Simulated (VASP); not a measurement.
Write the native input for VASP 6.6.1 that does the following.

```yaml
Task: relaxation of cell and atoms
Functional: PBE
Potentials_or_basis: VASP PAW PBE potentials, release 64 (Ir, O)
Cutoff: 600 eV
k_mesh: 8 × 8 × 8
Occupations: gaussian, width 0.1 eV
Spin: no spin polarisation
Dipole_correction: no
Further_INCAR_settings: ALGO = Normal; EDIFF = 1e-06; IBRION = 2; EDIFFG = -0.05; NSW = 100; ISIF = 3
```

The structure of IrO lies in POSCAR:

```
IrO
1.0
    2.5211083403      0.0000000000      0.0000000000
    0.0000000000      2.5211083403      0.0000000000
    0.0000000000      0.0000000000      2.5211083403
Ir O
1 1
Direct
    0.0000000000      0.0000000000      0.0000000000
    0.5000000000      0.5000000000      0.5000000000
```

The input as run:

INCAR

```
SYSTEM = IrO
  ALGO = Normal
  EDIFF = 1E-6
  EDIFFG = -0.05
  ENCUT = 600
  GGA = PE
  IBRION = 2
  ISIF = 3
  ISMEAR = 0
  LASPH = .True.
  LCHARG = .False.
  LREAL = .False.
  LWAVE = .False.
  NELM = 80
  NSW = 100
  PREC = Accurate
  SIGMA = 0.1
```

KPOINTS

```
k-points
0
Gamma
  8 8 8
  0 0 0
```

Potentials or basis: VASP PAW PBE potentials, release 64 (Ir, O).

Command:

```console
$ cat potpaw_PBE.64/Ir/POTCAR potpaw_PBE.64/O/POTCAR > POTCAR
$ mpirun -np 1 vasp_std > vasp.out
```

Results of the run:

```
Relaxed volume                         : 11.12 Å³/atom
Relaxed cell                           : a = 2.812 Å, b = 2.812 Å, c = 2.812 Å, α = 90.00°, β = 90.00°, γ = 90.00°
Space group after relaxing (to 0.05 Å) : Pm-3m (No. 221)
Energy gained by relaxing              : 1284.1 meV/atom
Ionic steps                            : 6
Pressure after relaxing                : -0.5 GPa
```

Caveat: the volume moved by over 15 % at a fixed basis, so the end points are rough; an odd number of electrons without spin polarisation forces a metal; a magnetic or distorted state may lie lower.

It took 27 s on 1 thread of Intel(R) Xeon(R) Platinum 8375C CPU @ 2.90GHz (Ice Lake), on a shared host, peak memory 0.13 GiB.
